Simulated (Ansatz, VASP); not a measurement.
## One calculation of H2Se, two programs

```xyz
3
Lattice="3.5536 0.0000 0.0000 -1.7768 3.0775 0.0000 0.0000 0.0000 2.5408" Properties=species:S:1:pos:R:3 pbc="T T T"
H     0.0000    2.0516    1.2704
H     1.7768    1.0258    1.2704
Se    0.0000    0.0000    0.0000
```

Alike in both runs: functional PBE; k mesh 6 × 6 × 6; occupations gaussian, width 0.1 eV; no spin polarisation.

Ansatz relaxed the structure, and its values are those at the end. VASP's run is a single point on that final structure, the one shown.

|  | VASP | Ansatz |
| --- | --- | --- |
| version | VASP 6.6.1 | Ansatz 0.2.0 |
| potentials or method | VASP PAW PBE potentials, release 64 (H, Se), cutoff 520 eV | scalar-relativistic, plane waves, PAW |
| valence electrons in the cell | 8 | 18 |

```tsv
	VASP	Ansatz	Ansatz less VASP
gap on the k mesh at the Fermi level (eV)	none	none	-
pressure (GPa)	0.0	0.1	+0.06
```

A gap of «none» marks a metal or a gap that the smearing closes. The functional is the same, so the differences come from potentials, cutoffs and numerics. VASP's potentials hold 8 valence electrons a cell and Ansatz's 18, so a difference there can come from the potentials and not from the codes.

The k mesh is coarse, so the values compare programs but aren't converged.
